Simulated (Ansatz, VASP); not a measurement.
Te2Mo: VASP beside Ansatz

```
Te Mo
1.0
     3.56355    0.00000    0.00000
    -1.78177    3.08612    0.00000
     0.00000    0.00000   14.72622
Te Mo
4 2
Direct
  0.33333 0.66667 0.62848
  0.66667 0.33333 0.12848
  0.33333 0.66667 0.87152
  0.66667 0.33333 0.37152
  0.33333 0.66667 0.25000
  0.66667 0.33333 0.75000
```

Alike in both runs: functional r2SCAN; k mesh 12 × 12 × 2; occupations gaussian, width 0.02 eV; no spin polarisation.

Ansatz relaxed the structure, and its values are those at the end. VASP's run is a single point on that final structure, the one shown.

```csv
,VASP,Ansatz
version,VASP 6.6.1,Ansatz 0.2.0
potentials or method,"VASP PAW PBE potentials, release 64 (Te, Mo_sv), cutoff 520 eV","scalar-relativistic, plane waves, PAW"
valence electrons in the cell,52,92
```

VASP gave:

| Item | Value |
| --- | --- |
| gap on the k mesh at the Fermi level (eV) | 1.05 |
| least direct gap on the mesh (eV) | 1.06 |
| pressure (GPa) | 0.1 |
| rms of the force components (eV/Å) | 0.013 |

Task: Which values does Ansatz return?

Result: gap on the k mesh at the Fermi level (eV): 1.06; least direct gap on the mesh (eV): 1.06; pressure (GPa): 0.0; rms of the force components (eV/Å): 0.001.

VASP's potentials were made for PBE, not for r2SCAN. VASP's potentials hold 52 valence electrons a cell and Ansatz's 92, so a difference there can come from the potentials and not from the codes.

Spin-orbit coupling is off throughout.
